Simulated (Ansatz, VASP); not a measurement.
# Sb: VASP beside Ansatz

```
Sb
1.0
     3.42032    0.00000    0.00000
    -1.71016    2.96209    0.00000
     0.00000    0.00000    5.57745
Sb
2
Direct
  0.66667 0.33333 0.75000
  0.33333 0.66667 0.25000
```

Alike in both runs: task single point; functional PBE; k mesh 9 × 9 × 5; occupations fermi-dirac, width 0.05 eV; no spin polarisation.

```csv
,VASP,Ansatz
version,VASP 6.6.1,Ansatz 0.2.0
potentials or method,"VASP PAW PBE potentials, release 64 (Sb)",Ansatz PAW soft_1
plane-wave cutoff (eV),520,420
valence electrons in the cell,10,30
```

|  | VASP | Ansatz | Ansatz less VASP |
| --- | --- | --- | --- |
| gap on the k mesh at the Fermi level (eV) | none | none | - |
| pressure (GPa) | -2.0 | -1.9 | +0.14 |
| traceless stress, the component that is largest in VASP (GPa) | -0.23 | -0.23 | +0.001 |

A gap of «none» marks a metal or a gap that the smearing closes. VASP's potentials hold 10 valence electrons a cell and Ansatz's 30, so a difference there can come from the potentials and not from the codes.

Neither program's run includes spin-orbit coupling.
